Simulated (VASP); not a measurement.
Wanted: the native input for a VASP 6.6.1 run.

* Task: single point
* Functional: r2SCAN
* Potentials or basis: VASP PAW PBE potentials, release 64 (Pd)
* Cutoff: 550 eV
* k mesh: 12 × 12 × 18
* Occupations: gaussian, width 0.1 eV
* Spin: no spin polarisation
* Dipole correction: no
* Further INCAR settings: ALGO = Normal; EDIFF = 1e-06; NBANDS = 22

Pd:

```xyz
3
Lattice="4.4709 0.0000 0.0000 -2.2355 3.8719 0.0000 0.0000 0.0000 2.6448" Properties=species:S:1:pos:R:3 pbc="T T T"
Pd    0.0000    0.0000    0.0000
Pd    0.0000    2.5813    1.3224
Pd    2.2355    1.2906    1.3224
```

One way to write it, as run:

POSCAR

```
Pd
1.0
    4.4709171967      0.0000000000      0.0000000000
   -2.2354585984      3.8719278705      0.0000000000
    0.0000000000      0.0000000000      2.6448190641
Pd
3
Direct
    0.0000000000      0.0000000000      0.0000000000
    0.3333333333      0.6666666667      0.5000000000
    0.6666666667      0.3333333333      0.5000000000
```

INCAR.step1

```
ALGO     = Normal         # electronic algorithm
EDIFF    = 1E-5           # SCF threshold, eV
ENCUT    = 550            # plane-wave cutoff, eV
GGA      = PE             # functional
GGA_COMPAT= F            
ISMEAR   = 0              # smearing method
LASPH    = T              # aspherical terms in the spheres
LCHARG   = F              # write CHGCAR
LREAL    = F              # projectors in reciprocal space
LWAVE    = T              # write WAVECAR
NBANDS   = 22             # bands
NELM     = 120            # most SCF steps
PREC     = Accurate       # precision mode
SIGMA    = 0.1            # smearing width, eV
```

INCAR.step2

```
ALGO     = Normal         # electronic algorithm
EDIFF    = 1E-6           # SCF threshold, eV
ENCUT    = 550            # plane-wave cutoff, eV
GGA_COMPAT= F            
ISIF     = 2              # what is computed and relaxed
ISMEAR   = 0              # smearing method
ISTART   = 1            
LASPH    = T              # aspherical terms in the spheres
LCHARG   = F              # write CHGCAR
LMIXTAU  = T            
LREAL    = F              # projectors in reciprocal space
LWAVE    = F              # write WAVECAR
METAGGA  = R2SCAN         # meta-GGA
NBANDS   = 22             # bands
NELM     = 120            # most SCF steps
PREC     = Accurate       # precision mode
SIGMA    = 0.1            # smearing width, eV
```

KPOINTS

```
k-points
0
Gamma
  12 12 18
```

Potentials or basis: VASP PAW PBE potentials, release 64 (Pd).

Run with:

```console
$ cat potpaw_PBE.64/Pd/POTCAR > POTCAR
$ cp INCAR.step1 INCAR
$ mpirun -np 1 vasp_std > vasp.out
$ cp INCAR.step2 INCAR
$ mpirun -np 1 vasp_std > vasp.out
```

It gave:

The pressure is 0.5 GPa and the band gap on the k mesh is zero (band 15 reaches 9.85 eV, above the bottom of band 16 at 8.83 eV).

Caveat: the PAW data sets were made with another functional, which shifts forces and pressure a little.

It took 4.1 min on 1 thread of Intel(R) Xeon(R) 6975P-C (Granite Rapids), on a shared host, peak memory 0.28 GiB.
